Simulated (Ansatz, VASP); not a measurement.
# One calculation of Sn, two programs

```
Sn
1.0
     3.27035    3.27035    0.00000
    -3.27035    3.27035    0.00000
     0.00000    0.00000    6.54070
Sn
4
Cartesian
  0.0000 0.0000 3.2704
  -1.6352 1.6352 1.6352
  0.0000 3.2704 0.0000
  1.6352 1.6352 4.9055
```

Alike in both runs: task single point; functional PBEsol; k mesh 12 × 12 × 8; occupations gaussian, width 0.1 eV; no spin polarisation.

```csv
,VASP,Ansatz
version,VASP 6.6.1,Ansatz 0.2.0
potentials or method,"VASP PAW PBE potentials, release 64 (Sn_d), cutoff 520 eV","scalar-relativistic, plane waves, PAW"
valence electrons in the cell,56,56
```

|  | VASP | Ansatz | Ansatz less VASP |
| --- | --- | --- | --- |
| gap on the k mesh at the Fermi level (eV) | none | none | - |
| pressure (GPa) | -0.1 | 0.0 | +0.07 |

VASP's potentials were made for PBE, not for PBEsol. A gap of «none» marks a metal or a gap that the smearing closes.
